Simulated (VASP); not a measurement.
# Al2Cl2F (P4/mmm) in VASP: a series of runs, part 2 of 2

VASP 6.6.1. The steps go on from the part before.

**3. Relaxation of cell and atoms, PBE**

This run uses another cell than the first one, of 32.88 Å³/atom.

The input, INCAR:

```
ALGO = Normal
EDIFF = 1E-6
EDIFFG = -0.01
ENCUT = 600
GGA = PE
IBRION = 2
ISIF = 3
ISMEAR = 0
LASPH = T
LCHARG = F
LREAL = F
LWAVE = F
NELM = 60
NSW = 100
PREC = Accurate
SIGMA = 0.1
```

The input, KPOINTS:

```
k-points
0
Gamma
  8 8 6
```

The input, POSCAR:

```
Al2Cl2F
1.0
    5.1270070763      0.0000000000      0.0000000000
    0.0000000000      5.1270070763      0.0000000000
    0.0000000000      0.0000000000      6.2533250500
Al Cl F
2 2 1
Direct
    0.5000000000      0.5000000000      0.6984030992
    0.5000000000      0.5000000000      0.3015969008
    0.0000000000      0.5000000000      0.5000000000
    0.5000000000      0.0000000000      0.5000000000
    0.5000000000      0.5000000000      0.0000000000
```

Potentials or basis: VASP PAW PBE potentials, release 64 (Al, Cl, F).

The run is started by

```
$ cat potpaw_PBE.64/Al/POTCAR potpaw_PBE.64/Cl/POTCAR potpaw_PBE.64/F/POTCAR > POTCAR
$ mpirun -np 1 vasp_std > vasp.out
```

OUTCAR:

```text
EDIFF = 1E-6
   EDIFFG = -0.01
   ENCUT = 600
   GGA = PE
   IBRION = 2
   ISIF = 3
   ISMEAR = 0
   LASPH = T
   LREAL = F
   NELM = 60
   NSW = 100
   PREC = Accurate

 ion  position               nearest neighbor table
   1  0.500  0.500  0.698-   5 1.89   2 2.48   4 2.85   3 2.85   4 2.85   3 2.85
   2  0.500  0.500  0.302-   5 1.89   1 2.48   4 2.85   3 2.85   4 2.85   3 2.85
   3  0.000  0.500  0.500-   1 2.85   2 2.85   1 2.85   2 2.85
   4  0.500  0.000  0.500-   1 2.85   2 2.85   1 2.85   2 2.85
   5  0.500  0.500  0.000-   1 1.89   2 1.89

  LATTYP: Found a simple tetragonal cell.
 ALAT       =     5.1270070763
 C/A-ratio  =     1.2196833273

  Lattice vectors:

 A1 = (   5.1270070763,   0.0000000000,   0.0000000000)
 A2 = (   0.0000000000,   5.1270070763,   0.0000000000)
 A3 = (   0.0000000000,   0.0000000000,   6.2533250500)

Analysis of symmetry for initial positions (statically):
=====================================================================
 Subroutine PRICEL returns:
 Original cell was already a primitive cell.

 Routine SETGRP: Setting up the symmetry group for a
 simple tetragonal supercell.

[... 230 lines left out ...]
 k-point     1 :       0.0000    0.0000    0.0000
  band No.  band energies     occupation
      1     -25.4185      2.00000
      2     -14.6613      2.00000
      3     -14.1106      2.00000
      4      -8.8838      2.00000
      5      -6.3928      2.00000
      6      -6.3928      2.00000
[... 457 lines left out ...]
      4      -8.8857      2.00000
      5      -6.4042      2.00000
      6      -6.3887      2.00000
[... 9 lines left out ...]
     16       3.3754      0.00000
     17       4.2426      0.00000

 [... further k-points ...]

------------------------ aborting loop because EDIFF is reached ----------------------------------------

  FORCE on cell =-STRESS in cart. coord.  units (eV):
  Direction    XX          YY          ZZ          XY          YZ          ZX
  --------------------------------------------------------------------------------------
  -------------------------------------------------------------------------------------
  Total        0.0211629      0.0211629     -0.0135146      0.0000000      0.0000000      0.0000000
  in kB        0.2064797      0.2064797     -0.1318580      0.0000000      0.0000000      0.0000000
  external PRESSURE =       0.0937005 kB  Pullay stress =       0.0000000 kB

 VOLUME and BASIS-vectors are now :
 -----------------------------------------------------------------------------
  energy-cutoff  :      600.00
  volume of cell :      164.21
      direct lattice vectors                 reciprocal lattice vectors
     5.127917524  0.000000000  0.000000000     0.195010937  0.000000000  0.000000000
     0.000000000  5.127917524  0.000000000     0.000000000  0.195010937  0.000000000
     0.000000000 -0.000000000  6.244910469     0.000000000 -0.000000000  0.160130398

 POSITION                                       TOTAL-FORCE (eV/Angst)
 -----------------------------------------------------------------------------------
      2.56396      2.56396      4.36174         0.000000      0.000000     -0.005800
      2.56396      2.56396      1.88317         0.000000     -0.000000      0.005800
      0.00000      2.56396      3.12246         0.000000     -0.000000      0.000000
      2.56396      5.12792      3.12246         0.000000     -0.000000      0.000000
      2.56396      2.56396      0.00000         0.000000      0.000000      0.000000
 -----------------------------------------------------------------------------------
    total drift:                                0.000000     -0.000000     -0.000000

  FREE ENERGIE OF THE ION-ELECTRON SYSTEM (eV)
  ---------------------------------------------------
  free  energy   TOTEN  =       -17.7341672082 eV

  energy  without entropy=      -17.7280976456  energy(sigma->0) =      -17.73113243

 reached required accuracy - stopping structural energy minimisation
```

OSZICAR:

```text
N       E                     dE             d eps       ncg     rms          rms(c)
DAV:   1     0.201952707762E+03    0.20195E+03   -0.11894E+04  2040   0.141E+03
DAV:   2     0.545131356769E+01   -0.19650E+03   -0.19342E+03  2865   0.255E+02
DAV:   3    -0.186039631246E+02   -0.24055E+02   -0.23841E+02  2292   0.103E+02
[... 14 lines left out ...]
DAV:   1    -0.177344685852E+02   -0.41214E-03   -0.15385E-02  2060   0.941E-01    0.113E-01
DAV:   2    -0.177342161449E+02    0.25244E-03   -0.59981E-04  2232   0.186E-01    0.474E-02
DAV:   3    -0.177341712941E+02    0.44851E-04   -0.14293E-04  2367   0.678E-02    0.222E-02
DAV:   4    -0.177341672576E+02    0.40366E-05   -0.94202E-06  2555   0.201E-02    0.115E-02
DAV:   5    -0.177341672082E+02    0.49370E-07   -0.32324E-06  2131   0.120E-02
   2 F= -.17734167E+02 E0= -.17731132E+02  d E =-.111474E-03
```

CONTCAR:

```text
Al2Cl2F
   1.00000000000000
     5.1279175235473184    0.0000000000000000    0.0000000000000000
     0.0000000000000000    5.1279175235473184    0.0000000000000000
     0.0000000000000000   -0.0000000000000000    6.2449104689949966
  Al              Cl              F
     2     2     1
Direct
     0.5000000000000000    0.5000000000000000    0.6984475175859916
     0.5000000000000000    0.5000000000000000    0.3015524824140084
     0.0000000000000000    0.5000000000000000    0.5000000000000000
     0.5000000000000000    1.0000000000000000    0.5000000000000000
     0.5000000000000000    0.5000000000000000    0.0000000000000000

  0.00000000E+00  0.00000000E+00  0.00000000E+00
  0.00000000E+00  0.00000000E+00  0.00000000E+00
  0.00000000E+00  0.00000000E+00  0.00000000E+00
  0.00000000E+00  0.00000000E+00  0.00000000E+00
  0.00000000E+00  0.00000000E+00  0.00000000E+00
```

Run time: 2.3 min. Hardware: 1 thread of AMD EPYC 9R45 (Zen 5), shared host; peak memory 0.4 GiB.

What came out:

- Free energy: -17.7342 eV
- Relaxed volume: 32.84 Å³/atom
- Relaxed cell: a = 5.128 Å, b = 5.128 Å, c = 6.245 Å, α = 90.00°, β = 90.00°, γ = 90.00°
- Space group after relaxing (to 0.1 Å): P4/mmm (No. 123)
- Energy gained by relaxing: 0.0 meV/atom
- Ionic steps: 2
- Pressure after relaxing: 0.0 GPa
- Largest force after relaxing: 0.006 eV/Å
- Band gap on the k mesh: zero (an odd number of electrons rules out a gap without spin polarisation)

Forces on the atoms (eV/Å):
```
Al   0.000  0.000 -0.006
Al   0.000  0.000  0.006
Cl   0.000  0.000  0.000
Cl   0.000  0.000  0.000
F    0.000  0.000  0.000
```

The path:
```tsv
step	energy change (eV)	largest force (eV/Å)	pressure (GPa)	volume (Å³)
1	0.0000	0.0058	-0.03	164.38
2	-0.0001	0.0058	0.01	164.21
```

Final structure:
```
Al Cl F
1.0
     5.12792    0.00000    0.00000
     0.00000    5.12792    0.00000
     0.00000    0.00000    6.24491
Al Cl F
2 2 1
Direct
  0.50000 0.50000 0.69845
  0.50000 0.50000 0.30155
  0.00000 0.50000 0.50000
  0.50000 0.00000 0.50000
  0.50000 0.50000 0.00000
```

Levels at points of the mesh, in eV from the Fermi level:
```csv
k point,band 10,band 11,band 12,band 13,band 14,band 15,band 16,band 17
"(0.00, 0.00, 0.00)",-4.41,-3.48,-2.78,-2.78,0.92,1.72,2.68,2.68
"(0.50, 0.00, 0.00)",-3.98,-3.34,-3.20,-1.14,0.70,1.79,1.95,2.86
"(0.50, 0.50, 0.00)",-3.96,-3.36,-2.26,-0.41,0.14,1.68,1.68,2.65
"(0.00, 0.00, 0.50)",-3.94,-3.50,-2.78,-2.78,0.29,2.87,2.87,3.08
"(0.50, 0.00, 0.50)",-3.95,-3.34,-3.20,-0.81,-0.51,2.11,3.12,3.35
"(0.50, 0.50, 0.50)",-3.92,-3.36,-2.26,-1.68,0.62,1.65,1.65,4.13
```

Caveat: an odd number of electrons without spin polarisation forces a metal; a magnetic or distorted state may lie lower.
